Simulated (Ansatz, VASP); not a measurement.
**Li2ZnAs4: VASP beside Ansatz**

```
As Li Zn
1.0
     0.00000    4.96407    4.96407
     4.96407    0.00000    4.96407
     4.96407    4.96407    0.00000
As Li Zn
8 4 2
Direct
  0.25286 0.25286 0.25286
  0.25858 0.74714 0.74714
  0.25286 0.25286 0.74142
  0.74714 0.25858 0.74714
  0.74142 0.25286 0.25286
  0.74714 0.74714 0.74714
  0.25286 0.74142 0.25286
  0.74714 0.74714 0.25858
  0.50000 0.50000 0.50000
  0.00000 0.50000 0.50000
  0.50000 0.50000 0.00000
  0.50000 0.00000 0.50000
  0.12500 0.12500 0.12500
  0.87500 0.87500 0.87500
```

Alike in both runs: task single point; functional PBEsol; k mesh 6 × 6 × 6; no spin polarisation.

```csv
,VASP,Ansatz
version,VASP 6.6.1,Ansatz 0.2.0
potentials or method,"VASP PAW PBE potentials, release 64 (As, Li_sv, Zn), cutoff 520 eV",PAW plane waves
occupations,"fermi-dirac, width 0.1 eV",fermi-dirac
valence electrons in the cell,76,156
```

Ansatz gave:

* rms of the force components (eV/Å): 0.628

Q: Which values does VASP return?

A: rms of the force components (eV/Å): 0.643.

VASP's potentials were made for PBE, not for PBEsol. Atom by atom the forces differ by 0.015 eV/Å (rms over components). VASP's potentials hold 76 valence electrons a cell and Ansatz's 156, so a difference there can come from the potentials and not from the codes.

Noted on VASP's run: the cutoff is short for stress, so the pressure is rough.
